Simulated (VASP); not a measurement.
# AlN (I4/mmm) in VASP: a series of runs

Runs on AlN. Level: LDA. Tasks: single point.

The COD entry that gives the cell may itself be a prediction, so a difference from it is no test against experiment.

Everything below comes from runs of VASP 6.6.1. Logs are shortened: lines on timing, memory, paths and dates and some standing lists are left out, and cuts for length are marked.

**1. The cell of the first run**

Symmetry: I4/mmm, No. 139, tetragonal system. The conventional cell has a = 2.645 Å, b = 2.645 Å, c = 4.363 Å, α = 90.00°, β = 90.00°, γ = 90.00°. Within 2.5 Å of Al (site symmetry 4/mmm) lie 6 N at 1.87 to 2.18 Å. Within 2.5 Å of N (site symmetry 4/mmm) lie 6 Al at 1.87 to 2.18 Å.

**2. Single point, LDA**

Contents of INCAR:

```
  PREC = Accurate
  ENCUT = 600
  EDIFF = 1E-6
  ISMEAR = -1
  SIGMA = 0.02
  LREAL = F
  LASPH = T
  NELM = 120
  ALGO = Normal
  ISIF = 2
  LWAVE = F
  LCHARG = F
  NBANDS = 11
  GGA_COMPAT = F
```

Contents of KPOINTS:

```
regular mesh
0
Gamma
  8 8 8
```

Contents of POSCAR:

```
AlN
1.0
    0.0000000000      1.8705500000      2.1817174515
    1.8705500000      0.0000000000      2.1817174515
    1.8705500000      1.8705500000      0.0000000000
Al N
1 1
Direct
    0.0000000000      0.0000000000      0.0000000000
    0.5000000000      0.5000000000      0.5000000000
```

Potentials or basis: VASP PAW LDA potentials, release 64 (Al, N).

Command:

```
> cat potpaw_LDA.64/Al/POTCAR potpaw_LDA.64/N/POTCAR > POTCAR
> mpirun -np 1 vasp_std > vasp.out
```

OUTCAR:

```text
PREC = Accurate
   ENCUT = 600
   EDIFF = 1E-6
   ISMEAR = -1
   LREAL = F
   LASPH = T
   NELM = 120
   ISIF = 2

 ion  position               nearest neighbor table
   1  0.000  0.000  0.000-   2 1.87   2 1.87   2 1.87   2 1.87   2 2.18   2 2.18
   2  0.500  0.500  0.500-   1 1.87   1 1.87   1 1.87   1 1.87   1 2.18   1 2.18

  LATTYP: Found a body centered tetragonal cell.
 ALAT       =     2.6453571791
 C/A-ratio  =     1.6494690915

  Lattice vectors:

 A1 = (  -1.8705500000,   0.0000000000,   2.1817174515)
 A2 = (   1.8705500000,   0.0000000000,   2.1817174515)
 A3 = (   0.0000000000,   1.8705500000,  -2.1817174515)

Analysis of symmetry for initial positions (statically):
=====================================================================
 Subroutine PRICEL returns:
 Original cell was already a primitive cell.

 Routine SETGRP: Setting up the symmetry group for a
 body centered tetragonal supercell.

 Subroutine GETGRP returns: Found 16 space group operations
 (whereof 16 operations were pure point group operations)
 out of a pool of 16 trial point group operations.

The static configuration has the point symmetry D_4h.

Analysis of symmetry for dynamics (positions and initial velocities):
=====================================================================
 Subroutine PRICEL returns:
 Original cell was already a primitive cell.

 Routine SETGRP: Setting up the symmetry group for a
 body centered tetragonal supercell.

 Subroutine GETGRP returns: Found 16 space group operations
 (whereof 16 operations were pure point group operations)
 out of a pool of 16 trial point group operations.

The dynamic configuration has the point symmetry D_4h.

 Subroutine INISYM returns: Found 16 space group operations
 (whereof 16 operations are pure point group operations),
 and found     1 'primitive' translations

----------------------------------------------------------------------------------------

                                     Primitive cell

  volume of cell :      15.2675

  direct lattice vectors                    reciprocal lattice vectors
     0.000000000  1.870550000  2.181717451    -0.267301061  0.267301061  0.229177247
     1.870550000  0.000000000  2.181717451     0.267301061 -0.267301061  0.229177247
     1.870550000  1.870550000  0.000000000     0.267301061  0.267301061 -0.229177247

  length of vectors
     2.873821209  2.873821209  2.645357179     0.442065522  0.442065522  0.442065522

  position of ions in fractional coordinates (direct lattice)
[... 87 lines left out ...]
   POTIM  = 0.5000    time-step for ionic-motion
   TEBEG  =    0.0;   TEEND  =   0.0 temperature during run
   PSTRESS=    0.0 pullay stress
   NELECT =       8.0000    total number of electrons
   NUPDOWN=      -1.0000    fix difference up-down
   EMIN   =  10.00;   EMAX   =-10.00  energy-range for DOS
   EFERMI =   0.00;   METHOD = LEGACY
   ISMEAR =    -1;   SIGMA  =   0.02  broadening in eV -4-tet -1-fermi 0-gaus
   EFERMI_NEDOS =   21; number of points for ismear=-14 and -15
   IALGO  =     38    algorithm
   IMIX   =      4    mixing-type and parameters
     AMIX     =   0.40;   BMIX     =  1.00
     AMIX_MAG =   1.60;   BMIX_MAG =  1.00
  volume/ion in A,a.u.               =       7.63        51.51
  Fermi-wavevector in a.u.,A,eV,Ry     =   1.319823  2.494104 23.700443  1.741933
  Thomas-Fermi vector in A             =   2.449694
   LORBIT       =      0    0 simple, 1 ext, 2 COOP (PROOUT), +10 PAW based schemes
   GGA     = CA    functional components
   LHFCALC =     F    Hartree Fock is set to
   AEXX    =    0.0000 exact exchange contribution
   IVDW    =     0    specifies the selected vdW correction
   LEPSILON=     F    determine dielectric tensor
   LRPA    =     F    only Hartree local field effects (RPA)
 non-spin polarized calculation
  energy-cutoff  :      600.00
  volume of cell :       15.27
 maximum number of plane-waves:       521
   NGX = 11   NGY = 11   NGZ = 11

 number of electron       8.0000000 magnetization

 Free energy of the ion-electron system (eV)
  ---------------------------------------------------
  ext. energy  EPLUGINS =         0.00000000
  ---------------------------------------------------
  free energy    TOTEN  =       -15.89025221 eV

  energy without entropy =      -15.89025221  energy(sigma->0) =      -15.89025221

 E-fermi :  11.4483     XC(G=0): -12.9122

 val. band max:       11.0923586442   @ k =   0.0000   0.0000   0.0000
 cond. band min:      15.5362218665   @ k =   0.5000   0.0000   0.5000
 fundamental gap:      4.4438632223
 Fermi energy:        11.4483006979

 k-point     1 :       0.0000    0.0000    0.0000
  band No.  band energies     occupation
      1      -7.4523      2.00000
      2      10.4278      2.00000
      3      10.4278      2.00000
      4      11.0924      2.00000
      5      17.0128      0.00000
      6      21.8046      0.00000
      7      24.0465      0.00000
      8      24.0465      0.00000
      9      26.6960      0.00000
     10      27.3196      0.00000
     11      28.8207      0.00000
[... 309 lines left out ...]
 k-point    24 :       0.3750   -0.0000    0.1250
  band No.  band energies     occupation
      1      -4.7974      2.00000
      2       4.1401      2.00000
      3       9.0061      2.00000
      4       9.1026      2.00000
      5      17.5910      0.00000
      6      21.9093      0.00000
      7      22.9262      0.00000
      8      23.5177      0.00000
      9      28.0060      0.00000
     10      31.1591      0.00000
     11      31.8465      0.00000

 [... further k-points ...]

------------------------ aborting loop because EDIFF is reached ----------------------------------------

  FORCE on cell =-STRESS in cart. coord.  units (eV):
  Direction    XX          YY          ZZ          XY          YZ          ZX
  --------------------------------------------------------------------------------------
  -------------------------------------------------------------------------------------
  Total        4.8088725      4.8088725     -0.7124315      0.0000000      0.0000000     -0.0000000
  in kB      504.6458419    504.6458419    -74.7629753      0.0000000      0.0000000     -0.0000000
  external PRESSURE =     311.5095695 kB  Pullay stress =       0.0000000 kB

 VOLUME and BASIS-vectors are now :
 -----------------------------------------------------------------------------
  energy-cutoff  :      600.00
  volume of cell :       15.27
      direct lattice vectors                 reciprocal lattice vectors
     0.000000000  1.870550000  2.181717451    -0.267301061  0.267301061  0.229177247
     1.870550000  0.000000000  2.181717451     0.267301061 -0.267301061  0.229177247
     1.870550000  1.870550000  0.000000000     0.267301061  0.267301061 -0.229177247

 POSITION                                       TOTAL-FORCE (eV/Angst)
 -----------------------------------------------------------------------------------
      0.00000      0.00000      0.00000         0.000000     -0.000000     -0.000000
      1.87055      1.87055      2.18172        -0.000000      0.000000      0.000000
 -----------------------------------------------------------------------------------
    total drift:                               -0.000000     -0.000000      0.000000

  FREE ENERGIE OF THE ION-ELECTRON SYSTEM (eV)
  ---------------------------------------------------
  free  energy   TOTEN  =       -15.8902522121 eV

  energy  without entropy=      -15.8902522121  energy(sigma->0) =      -15.89025221
```

stdout:

```text
POSCAR found type information on POSCAR AlN
 POSCAR found :  2 types and       2 ions
 scaLAPACK will be used
 LDA part: xc-table for (Slater(with rela. corr.)+CA(PZ))
 , standard interpolation
 POSCAR, INCAR and KPOINTS ok, starting setup
 FFT: planning ... GRIDC
 FFT: planning ... GRID_SOFT
 FFT: planning ... GRID
 WAVECAR not read
 entering main loop
```

It took 12 s on 1 thread of Intel Xeon 8259CL, shared host; peak memory 0.13 GiB.

Results:

```
Free energy            : -15.8903 eV
Pressure               : 31.2 GPa
Band gap on the k mesh : 4.44 eV, indirect (least direct gap 5.92 eV)
```

Stress tensor (GPa, compression positive):
```
50.46  0.00  0.00
 0.00 50.46  0.00
 0.00  0.00 -7.48
```

**3. Single point, LDA**

Contents of INCAR:

```
SYSTEM = AlN
  PREC = Accurate
  ENCUT = 600
  EDIFF = 1E-6
  ISMEAR = -1
  SIGMA = 0.02
  LREAL = .FALSE.
  LASPH = .TRUE.
  NELM = 120
  ALGO = Normal
  ISIF = 2
  LWAVE = .FALSE.
  LCHARG = .FALSE.
  GGA = CA
  NBANDS = 11
  GGA_COMPAT = .FALSE.
```

Contents of KPOINTS:

```
Automatic mesh
0
G
  8 8 8
  0 0 0
```

Contents of POSCAR:

```
AlN
1.0
    0.0000000000      1.9033666667      2.1071343639
    1.9033666667      0.0000000000      2.1071343639
    1.9033666667      1.9033666667      0.0000000000
Al N
1 1
Direct
    0.0000000000      0.0000000000      0.0000000000
    0.5000000000      0.5000000000      0.5000000000
```

Potentials or basis: VASP PAW LDA potentials, release 64 (Al, N).

Command:

```
> cat potpaw_LDA.64/Al/POTCAR potpaw_LDA.64/N/POTCAR > POTCAR
> mpirun -np 1 vasp_std > vasp.out
```

Wall time 11 s (1 thread of Intel Xeon 8259CL, shared host); peak memory 0.13 GiB.

The run converged. Its results:

| Property | Result |
| --- | --- |
| Free energy | -16.0515 eV |
| Pressure | 23.7 GPa |
| Band gap on the k mesh | 4.48 eV, indirect (least direct gap 6.33 eV) |

Stress tensor (GPa, compression positive):
```
36.83  0.00  0.00
 0.00 36.83  0.00
 0.00  0.00 -2.48
```

Levels at points of the mesh, in eV from the valence-band top:
```
           k point  band 1  band 2  band 3  band 4  band 5  band 6  band 7  band 8  band 9
(0.00, 0.00, 0.00)  -18.50   -0.56   -0.56    0.00    6.33   11.08   12.55   12.55   16.56
(0.50, 0.00, 0.00)  -14.84   -9.20   -1.89   -1.36    5.87   10.64   12.45   13.73   16.61
(0.50, 0.50, 0.00)  -14.41   -8.61   -2.82   -2.82    5.42    5.86   13.64   18.75   18.75
(0.50, 0.00, 0.50)  -13.42   -8.12   -4.26   -2.94    4.48    4.66   14.89   15.84   19.41
```
